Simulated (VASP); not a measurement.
## Ta: relaxation of cell and atoms with PBE

Ta:

```xyz
12
Lattice="5.4806 0.5808 -0.0038 0.5550 7.3820 0.5559 0.0134 0.6401 5.6293" Properties=species:S:1:pos:R:3 pbc="T T T"
Ta    5.5463    5.1718    3.9886
Ta    1.8191    6.9851    2.2169
Ta    0.7098    4.3331    1.1854
Ta    2.8062    4.8784    3.9917
Ta    4.4370    2.5197    2.9571
Ta    1.6968    2.2281    2.9616
Ta    2.3266    1.9548    0.1300
Ta    4.5593    7.2768    2.2125
Ta    1.1887    7.2587    5.0486
Ta    3.9295    7.5500    5.0440
Ta    5.0808    2.8863    5.7547
Ta    3.4499    4.6265    1.1824
```

```
Program                : VASP 6.6.1
Task                   : relaxation of cell and atoms
Functional             : PBE
Potentials or basis    : VASP PAW PBE potentials, release 64 (Ta_pv)
Cutoff                 : 600 eV
k mesh                 : 4 × 3 × 4
Occupations            : gaussian, width 0.1 eV
Spin                   : no spin polarisation
Dipole correction      : no
Further INCAR settings : ALGO = Fast; EDIFF = 1e-06; ISYM = 0; IBRION = 2; EDIFFG = -0.04; NSW = 45; ISIF = 3
```

* Relaxed volume: 18.62 Å³/atom
* Relaxed cell: a = 5.761 Å, b = 7.189 Å, c = 5.593 Å, α = 80.56°, β = 89.73°, γ = 78.05°
* Space group after relaxing (to 0.1 Å): C2/c (No. 15)
* Energy gained by relaxing: 21.1 meV/atom
* Ionic steps: 11
* Pressure after relaxing: 0.0 GPa
* Largest force after relaxing: 0.037 eV/Å
* Band gap on the k mesh: zero (bands 66 and 67 overlap by 0.82 eV)

Forces in eV/Å, atoms in the order of the input:
```
Ta  -0.034 -0.014  0.003
Ta  -0.005  0.028  0.007
Ta   0.034  0.014 -0.003
Ta  -0.034 -0.015  0.000
Ta   0.005 -0.028 -0.007
Ta   0.005 -0.028 -0.007
Ta   0.028 -0.011  0.000
Ta  -0.005  0.028  0.007
Ta  -0.028  0.010  0.000
Ta  -0.028  0.010  0.000
Ta   0.028 -0.010  0.000
Ta   0.034  0.015  0.000
```

Stress tensor (GPa, compression positive):
```
 0.22  0.05  0.03
 0.05  0.07  0.04
 0.03  0.04 -0.20
```

Step by step:
| step | energy change (eV) | largest force (eV/Å) | pressure (GPa) | volume (Å³) |
| --- | --- | --- | --- | --- |
| 1 | 0.0000 | 0.2317 | -0.66 | 223.99 |
| 2 | -0.1680 | 0.1390 | 1.37 | 221.39 |
| 3 | -0.1783 | 0.1781 | 2.17 | 220.53 |
| 4 | -0.1722 | 0.2415 | -3.34 | 227.46 |
| 5 | -0.2142 | 0.2051 | -0.58 | 223.82 |
| 6 | -0.2416 | 0.1230 | -0.11 | 223.45 |
| 7 | -0.2460 | 0.0781 | 0.21 | 223.22 |
| 8 | -0.2497 | 0.0585 | -0.43 | 223.98 |
| 9 | -0.2498 | 0.0559 | -0.52 | 224.10 |
| 10 | -0.2521 | 0.0463 | -0.24 | 223.76 |
| 11 | -0.2531 | 0.0371 | 0.03 | 223.44 |

Final structure:
```cif
data_structure
_symmetry_space_group_name_H-M 'P 1'
_symmetry_Int_Tables_number 1
_cell_length_a 5.7606
_cell_length_b 7.1893
_cell_length_c 5.5928
_cell_angle_alpha 80.562
_cell_angle_beta 89.726
_cell_angle_gamma 78.053
_cell_volume 223.44
loop_
_atom_site_label
_atom_site_type_symbol
_atom_site_fract_x
_atom_site_fract_y
_atom_site_fract_z
_atom_site_occupancy
Ta1 Ta 0.95014 0.56828 0.65419 1
Ta2 Ta 0.23397 0.90057 0.30305 1
Ta3 Ta 0.07425 0.56867 0.15337 1
Ta4 Ta 0.45013 0.56829 0.65423 1
Ta5 Ta 0.79042 0.23638 0.50450 1
Ta6 Ta 0.29041 0.23639 0.50453 1
Ta7 Ta 0.39734 0.23630 0.00299 1
Ta8 Ta 0.73397 0.90056 0.30302 1
Ta9 Ta 0.12704 0.90064 0.80459 1
Ta10 Ta 0.62704 0.90064 0.80456 1
Ta11 Ta 0.89735 0.23630 0.00296 1
Ta12 Ta 0.57425 0.56866 0.15333 1
```

Levels at points of the mesh, in eV from the Fermi level:
```csv
k point,band 63,band 64,band 65,band 66,band 67,band 68,band 69,band 70
"(0.00, 0.00, 0.00)",-0.19,-0.11,-0.07,0.09,0.16,0.43,0.70,0.89
"(0.50, 0.00, 0.00)",-0.24,-0.24,-0.04,-0.04,0.17,0.17,0.48,0.48
"(0.00, 0.00, 0.50)",-0.51,-0.48,-0.21,-0.04,-0.02,0.22,0.28,0.46
"(0.50, 0.00, 0.50)",-0.82,-0.82,-0.58,-0.58,-0.42,-0.42,0.86,0.86
```

Wall time 2 h on 1 thread of Oxide Virtual Turin-like Processor, on a shared host, peak memory 0.59 GiB.

Caveat: spin-orbit coupling is left out, which moves the levels of the heavy elements.
